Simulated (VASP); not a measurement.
# CoO (R-3m) in VASP: settings compared

CoO is run at these levels: PBEsol, revPBE+D3(BJ)+U; tasks: vibrations by perturbation theory, single point.

Program: VASP 6.6.1. These are calculated values, not measurements. Logs are shortened: lines on timing, memory, paths and dates and some standing lists are left out, and cuts for length are marked.

## 1. The cell of the first run

It takes space group R-3m (No. 166, trigonal). The conventional cell has a = 3.011 Å, b = 3.011 Å, c = 7.320 Å, α = 90.00°, β = 90.00°, γ = 120.00°. Co (site symmetry -3m) has 6 O at 2.12 Å within 2.8 Å. O (site symmetry -3m) has 6 Co at 2.12 Å within 2.8 Å.

## 2. Vibrations by perturbation theory, PBEsol, collinear spin, ferromagnetic start

The input, INCAR:

```
SYSTEM = CoO
PREC = Accurate
ENCUT = 700
EDIFF = 1E-8
ISMEAR = -1
SIGMA = 0.05
LREAL = .FALSE.
LASPH = .TRUE.
NELM = 200
ALGO = Normal
ISIF = 2
LWAVE = .FALSE.
LCHARG = .FALSE.
ISPIN = 2
MAGMOM = 2 0
LORBIT = 11
LMAXMIX = 4
GGA = PS
IBRION = 8
NSW = 1
GGA_COMPAT = .FALSE.
```

The input, KPOINTS:

```
regular mesh
0
G
  8 8 8
  0 0 0
```

The input, POSCAR:

```
CoO
1.0
    1.5054695445      0.8691832468      2.4399269062
   -1.5054695445      0.8691832468      2.4399269062
    0.0000000000     -1.7383664936      2.4399269062
Co O
1 1
Direct
    0.0000000000      0.0000000000      0.0000000000
    0.5000000000      0.5000000000      0.5000000000
```

Potentials or basis: VASP PAW PBE potentials, release 64 (Co_sv, O).

Launch:

```
> cat potpaw_PBE.64/Co_sv/POTCAR potpaw_PBE.64/O/POTCAR > POTCAR
> mpirun -np 1 vasp_std > vasp.out
```

OUTCAR:

```text
SYSTEM = CoO
   PREC = Accurate
   ENCUT = 700
   EDIFF = 1E-8
   ISMEAR = -1
   LREAL = .FALSE.
   LASPH = .TRUE.
   NELM = 200
   ISIF = 2
   ISPIN = 2
   LORBIT = 11
   GGA = PS
   IBRION = 8
   NSW = 1

 ion  position               nearest neighbor table
   1  0.000  0.000  0.000-   2 2.12   2 2.12   2 2.12   2 2.12   2 2.12   2 2.12
   2  0.500  0.500  0.500-   1 2.12   1 2.12   1 2.12   1 2.12   1 2.12   1 2.12

  LATTYP: Found a trigonal (rhomboedric) cell.
 ALAT       =     2.9958573687
 COS(alpha) =     0.4949531368

  Lattice vectors:

 A1 = (   1.5054695445,   0.8691832468,   2.4399269062)
 A2 = (  -1.5054695445,   0.8691832468,   2.4399269062)
 A3 = (   0.0000000000,  -1.7383664936,   2.4399269062)

Analysis of symmetry for initial positions (statically):
=====================================================================
 Subroutine PRICEL returns:
 Original cell was already a primitive cell.

 Routine SETGRP: Setting up the symmetry group for a
 trigonal (rhombohedral) supercell.

 Subroutine GETGRP returns: Found 12 space group operations
 (whereof 12 operations were pure point group operations)
 out of a pool of 12 trial point group operations.

The static configuration has the point symmetry D_3d.

Analysis of symmetry for dynamics (positions and initial velocities):
=====================================================================
 Subroutine PRICEL returns:
 Original cell was already a primitive cell.

 Routine SETGRP: Setting up the symmetry group for a
 trigonal (rhombohedral) supercell.

 Subroutine GETGRP returns: Found 12 space group operations
 (whereof 12 operations were pure point group operations)
 out of a pool of 12 trial point group operations.

The dynamic configuration has the point symmetry D_3d.

Analysis of structural, dynamic, and magnetic symmetry:
=====================================================================
 Subroutine PRICEL returns:
 Original cell was already a primitive cell.

 Routine SETGRP: Setting up the symmetry group for a
 trigonal (rhombohedral) supercell.

 Subroutine GETGRP returns: Found 12 space group operations
 (whereof 12 operations were pure point group operations)
 out of a pool of 12 trial point group operations.

The overall configuration has the point symmetry D_3d.

 Subroutine INISYM returns: Found 12 space group operations
 (whereof 12 operations are pure point group operations),
 and found     1 'primitive' translations

----------------------------------------------------------------------------------------

                                     Primitive cell

  volume of cell :      19.1563

  direct lattice vectors                    reciprocal lattice vectors
     1.505469544  0.869183247  2.439926906     0.332122295  0.191750896  0.136616114
    -1.505469544  0.869183247  2.439926906    -0.332122295  0.191750896  0.136616114
     0.000000000 -1.738366494  2.439926906     0.000000000 -0.383501793  0.136616114

  length of vectors
     2.995857369  2.995857369  2.995857369     0.407108816  0.407108816  0.407108816

  position of ions in fractional coordinates (direct lattice)
     0.000000000  0.000000000  0.000000000
     0.500000000  0.500000000  0.500000000

  ion indices of the primitive-cell ions
   primitive index   ion index
                 1           1
                 2           2

----------------------------------------------------------------------------------------

 KPOINTS: regular mesh
[... 113 lines left out ...]
  ---------------------------------------------------
  free energy    TOTEN  =       -14.05268085 eV

  energy without entropy =      -14.01921092  energy(sigma->0) =      -14.03594589

 E-fermi :   8.9668     XC(G=0): -13.0098

 val. band max:        8.9665295574   @ k =  -0.2500   0.2500   0.0000
 cond. band min:       8.9743455853   @ k =  -0.2500   0.2500   0.2500
 fundamental gap:      0.0078160279
 Fermi energy:         8.9667503148

 spin component 1

 k-point     1 :       0.0000    0.0000    0.0000
  band No.  band energies     occupation
      1     -87.6554      1.00000
      2     -51.0434      1.00000
      3     -51.0434      1.00000
      4     -51.0341      1.00000
      5     -11.3921      1.00000
      6       5.6352      1.00000
[... 435 lines left out ...]
      5     -10.5474      1.00000
      6       1.8712      1.00000
[... 8 lines left out ...]
     15      19.5825      0.00000
     16      21.9162      0.00000

 [... further k-points ...]

 spin component 2

 k-point     1 :       0.0000    0.0000    0.0000
  band No.  band energies     occupation
      1     -84.6614      1.00000
      2     -48.1167      1.00000
      3     -48.1167      1.00000
      4     -48.1143      1.00000
      5     -10.8731      1.00000
      6       6.2189      1.00000
[... 448 lines left out ...]
 [... further k-points ...]

------------------------ aborting loop because EDIFF is reached ----------------------------------------

  FORCE on cell =-STRESS in cart. coord.  units (eV):
  Direction    XX          YY          ZZ          XY          YZ          ZX
  --------------------------------------------------------------------------------------
  -------------------------------------------------------------------------------------
  Total       -1.2340282     -1.2340282     -1.2698563      0.0000000      0.0000000      0.0000000
  in kB     -103.2105927   -103.2105927   -106.2071525      0.0000000      0.0000000      0.0000000
  external PRESSURE =    -104.2094460 kB  Pullay stress =       0.0000000 kB

 VOLUME and BASIS-vectors are now :
 -----------------------------------------------------------------------------
  energy-cutoff  :      700.00
  volume of cell :       19.16
      direct lattice vectors                 reciprocal lattice vectors
     1.505469544  0.869183247  2.439926906     0.332122295  0.191750896  0.136616114
    -1.505469544  0.869183247  2.439926906    -0.332122295  0.191750896  0.136616114
     0.000000000 -1.738366494  2.439926906     0.000000000 -0.383501793  0.136616114

 POSITION                                       TOTAL-FORCE (eV/Angst)
 -----------------------------------------------------------------------------------
      0.00000      0.00000      0.00000        -0.000000      0.000000      0.000000
      0.00000      0.00000      3.65989         0.000000     -0.000000     -0.000000
 -----------------------------------------------------------------------------------
    total drift:                                0.000000      0.000000      0.000000

  FREE ENERGIE OF THE ION-ELECTRON SYSTEM (eV)
  ---------------------------------------------------
  free  energy   TOTEN  =       -14.0526808469 eV

  energy  without entropy=      -14.0192109246  energy(sigma->0) =      -14.03594589

[... ionic steps 2 to 3 ...]

--------------------------------------- Ionic step        4  -------------------------------------------

------------------------ aborting loop because EDIFF is reached ----------------------------------------
[... 11 lines left out ...]
[... ionic steps 8 to 8 ...]

--------------------------------------- Ionic step        9  -------------------------------------------

 Free energy of the ion-electron system (eV)
  ---------------------------------------------------
  ---------------------------------------------------
  free energy    TOTEN  =        -0.35583437 eV

  energy without entropy =       -0.35583438

------------------------ aborting loop because EDIFF is reached ----------------------------------------

 INTERNAL STRAIN TENSOR  FOR ION    2  DIRECTION 3   (eV/Angst):
 -----------------------------------------------------------------------------
    -0.01222  0.00000  0.00000
     0.00000 -0.01222  0.00000
     0.00000  0.00000 -0.00522

 INTERNAL STRAIN TENSOR FOR ION    2 for displacements in x,y,z  (eV/Angst):
          X           Y           Z          XY          YZ          ZX
  --------------------------------------------------------------------------------
  x     0.00000     0.00000     0.00000     0.00000     0.00000     0.00000
  y     0.00000     0.00000     0.00000     0.00000     0.00000     0.00000
  z     0.00000     0.00000     0.00000     0.00000     0.00000     0.00000

 SECOND DERIVATIVES (NOT SYMMETRIZED)
 ------------------------------------
               1X          1Y          1Z          2X          2Y          2Z
  1X    -0.397958    0.000000    0.000000    0.397958    0.000000    0.000000
  1Y     0.000000   -0.397958    0.000000    0.000000    0.397958   -0.000000
  1Z     0.000000    0.000000   -0.179211    0.000000    0.000000    0.179211
  2X     0.325070    0.000000    0.000000   -0.325070    0.000000    0.000000
  2Y     0.000000    0.325070    0.000000    0.000000   -0.325070   -0.000000
  2Z     0.000000    0.000000    0.146061    0.000000    0.000000   -0.146061

 Eigenvectors and eigenvalues of the dynamical matrix
 ----------------------------------------------------

   1 f  =    2.574587 THz    16.176608 2PiTHz   85.878982 cm-1    10.647632 meV
             X         Y         Z           dx          dy          dz
      0.000000  0.000000  0.000000     0.000000    0.500415    0.000000
      0.000000  0.000000  3.659890     0.000000   -0.865785    0.000000
[... 21 lines left out ...]
   6 f/i=    0.112663 THz     0.707884 2PiTHz    3.758044 cm-1     0.465938 meV
             X         Y         Z           dx          dy          dz
      0.000000  0.000000  0.000000    -0.000209   -0.865785   -0.000000
      0.000000  0.000000  3.659890    -0.000121   -0.500415    0.000000

--------------------------------------------------------------------------------------------------------

 ELASTIC MODULI CONTR FROM IONIC RELAXATION (kBar)
 Direction    XX          YY          ZZ          XY          YZ          ZX
 --------------------------------------------------------------------------------
 XX           0.0000      0.0000      0.0000      0.0000      0.0000      0.0000
 YY           0.0000      0.0000      0.0000      0.0000      0.0000      0.0000
 ZZ           0.0000      0.0000      0.0000      0.0000      0.0000      0.0000
 XY           0.0000      0.0000      0.0000      0.0000      0.0000      0.0000
 YZ           0.0000      0.0000      0.0000      0.0000      0.0000      0.0000
 ZX           0.0000      0.0000      0.0000      0.0000      0.0000      0.0000
 --------------------------------------------------------------------------------

 total charge

# of ion       s       p       d       tot
------------------------------------------
    1        2.144   6.064   6.669  14.877
    2        1.546   3.407   0.000   4.953
--------------------------------------------------
tot          3.690   9.471   6.669  19.830

 magnetization (x)

# of ion       s       p       d       tot
------------------------------------------
    1        0.013   0.010   2.472   2.495
    2        0.029   0.273   0.000   0.302
--------------------------------------------------
tot          0.043   0.283   2.472   2.797
```

Wall time 11 min (1 thread of Intel Xeon 6975P-C (Granite Rapids), shared host); peak memory 0.44 GiB.

What came out:

| Item | Value |
| --- | --- |
| Net moment | 2.90 μB per cell |
| Site moments | Co +2.50; O +0.30 μB |
| Valence electrons inside the program's atomic spheres | Co 14.88; O 4.95 |
| Highest phonon frequency at Γ, LO-TO splitting left out | 86 cm⁻¹ |

Phonon frequencies in cm⁻¹ (negative: imaginary):
| q point | frequencies |
| --- | --- |
| (0.000, 0.000, 0.000) | -4 -4 -3 58 86 86 |

Caveat: the cell stands under pressure or tension, which shifts response properties; the PAW data sets were made with another functional, which shifts forces and pressure a little; a cell with one magnetic atom can't hold antiferromagnetic order, which such compounds often take.

## 3. Single point, revPBE+D3(BJ)+U, collinear spin, zero start

The input, INCAR:

```
ALGO     = Normal         # electronic algorithm
EDIFF    = 1E-6           # SCF threshold, eV
ENCUT    = 600            # plane-wave cutoff, eV
GGA      = RE             # functional
GGA_COMPAT= F            
ISIF     = 2              # what is computed and relaxed
ISMEAR   = 1              # smearing method
ISPIN    = 2              # spin polarisation
IVDW     = 12             # dispersion correction
LASPH    = T              # aspherical terms in the spheres
LCHARG   = F              # write CHGCAR
LDAU     = T              # DFT+U
LDAUJ    = 0 0          
LDAUL    = 2 -1           # shell
LDAUPRINT= 1            
LDAUTYPE = 2            
LDAUU    = 4.5 0          # U, eV
LMAXMIX  = 4              # l up to which the mixer works
LORBIT   = 11             # projections on sites
LREAL    = F              # projectors in reciprocal space
LWAVE    = F              # write WAVECAR
MAGMOM   = 0 0            # initial moments
NBANDS   = 18             # bands
NELM     = 200            # most SCF steps
NUPDOWN  = 0.0            # fixed moment
PREC     = Accurate       # precision mode
SIGMA    = 0.1            # smearing width, eV
```

The input, KPOINTS:

```
k-points
0
Gamma
  11 11 11
```

The input, POSCAR:

```
CoO
1.0
    1.5054695450      0.8691832471      2.4399269067
   -1.5054695450      0.8691832471      2.4399269067
    0.0000000000     -1.7383664941      2.4399269067
Co O
1 1
Direct
    0.0000000000      0.0000000000      0.0000000000
    0.5000000000      0.5000000000      0.5000000000
```

Potentials or basis: VASP PAW PBE potentials, release 64 (Co, O).

Launch:

```
> cat potpaw_PBE.64/Co/POTCAR potpaw_PBE.64/O/POTCAR > POTCAR
> mpirun -np 1 vasp_std > vasp.out
```

OUTCAR:

```text
EDIFF = 1E-6
   ENCUT = 600
   GGA = RE
   ISIF = 2
   ISMEAR = 1
   ISPIN = 2
   IVDW = 12
   LASPH = T
   LORBIT = 11
   LREAL = F
   NELM = 200
   NUPDOWN = 0.0
   PREC = Accurate
 IVDW          = 12

 ion  position               nearest neighbor table
   1  0.000  0.000  0.000-   2 2.12   2 2.12   2 2.12   2 2.12   2 2.12   2 2.12
   2  0.500  0.500  0.500-   1 2.12   1 2.12   1 2.12   1 2.12   1 2.12   1 2.12

  LATTYP: Found a trigonal (rhomboedric) cell.
 ALAT       =     2.9958573694
 COS(alpha) =     0.4949531367

  Lattice vectors:

 A1 = (   1.5054695450,   0.8691832471,   2.4399269067)
 A2 = (  -1.5054695450,   0.8691832471,   2.4399269067)
 A3 = (   0.0000000000,  -1.7383664941,   2.4399269067)

Analysis of symmetry for initial positions (statically):
=====================================================================
 Subroutine PRICEL returns:
 Original cell was already a primitive cell.

[... 236 lines left out ...]
      4       4.5794      1.00000
      5       4.7297      1.00000
      6       4.7297      1.00000
[... 1001 lines left out ...]
     17      36.3574      0.00000
     18      38.2082      0.00000

 [... further k-points ...]

------------------------ aborting loop because EDIFF is reached ----------------------------------------

 Edisp (eV)   -0.98754

 E8    (eV) :    -0.6494

  FORCE on cell =-STRESS in cart. coord.  units (eV):
  Direction    XX          YY          ZZ          XY          YZ          ZX
  --------------------------------------------------------------------------------------
  -------------------------------------------------------------------------------------
  Total      12.16541    12.16541    12.43254     0.00000     0.00000    -0.00000
  in kB    1017.48035  1017.48035  1039.82218     0.00000     0.00000    -0.00000
  external pressure =     1024.93 kB  Pullay stress =        0.00 kB

 VOLUME and BASIS-vectors are now :
 -----------------------------------------------------------------------------
  energy-cutoff  :      600.00
  volume of cell :       19.16
      direct lattice vectors                 reciprocal lattice vectors
     1.505469545  0.869183247  2.439926907     0.332122295  0.191750896  0.136616114
    -1.505469545  0.869183247  2.439926907    -0.332122295  0.191750896  0.136616114
     0.000000000 -1.738366494  2.439926907     0.000000000 -0.383501793  0.136616114

 POSITION                                       TOTAL-FORCE (eV/Angst)
 -----------------------------------------------------------------------------------
      0.00000      0.00000      0.00000        -0.000000      0.000000      0.000000
      0.00000      0.00000      3.65989         0.000000     -0.000000     -0.000000
 -----------------------------------------------------------------------------------
    total drift:                               -0.000000      0.000000     -0.000000

  FREE ENERGIE OF THE ION-ELECTRON SYSTEM (eV)
  ---------------------------------------------------
  free  energy   TOTEN  =       -10.0234681262 eV

  energy  without entropy=      -10.0225632540  energy(sigma->0) =      -10.02316650

 total charge

# of ion       s       p       d       tot
------------------------------------------
    1        0.279   0.329   7.352   7.960
    2        1.554   3.398   0.000   4.952
--------------------------------------------------
tot          1.833   3.727   7.352  12.912

 magnetization (x)

# of ion       s       p       d       tot
------------------------------------------
    1       -0.000  -0.000  -0.000  -0.000
    2       -0.000  -0.000   0.000  -0.000
--------------------------------------------------
tot         -0.000  -0.000  -0.000  -0.000
```

Wall time 2.2 min (1 thread of Intel Xeon 8259CL, shared host); peak memory 0.23 GiB.

Results:

```yaml
Free_energy: -10.0235 eV
Pressure: 102.5 GPa
Net_moment: 0.00 μB per cell
Valence_electrons_inside_the_program's_atomic_spheres: Co 7.96; O 4.95
Dispersion_energy_per_atom: -0.494 eV
```

Eigenvalues of the final occupation matrices:
```tsv
site	spin	trace	eigenvalues
site 1 d	1	3.69	0.40 0.40 0.96 0.96 0.96
site 1 d	2	3.69	0.40 0.40 0.96 0.96 0.96
```

Caveat: three body term missing; the cell stands under pressure; the PAW data sets were made with another functional, which shifts forces and pressure a little; the total moment is fixed, so each spin has its own Fermi level.
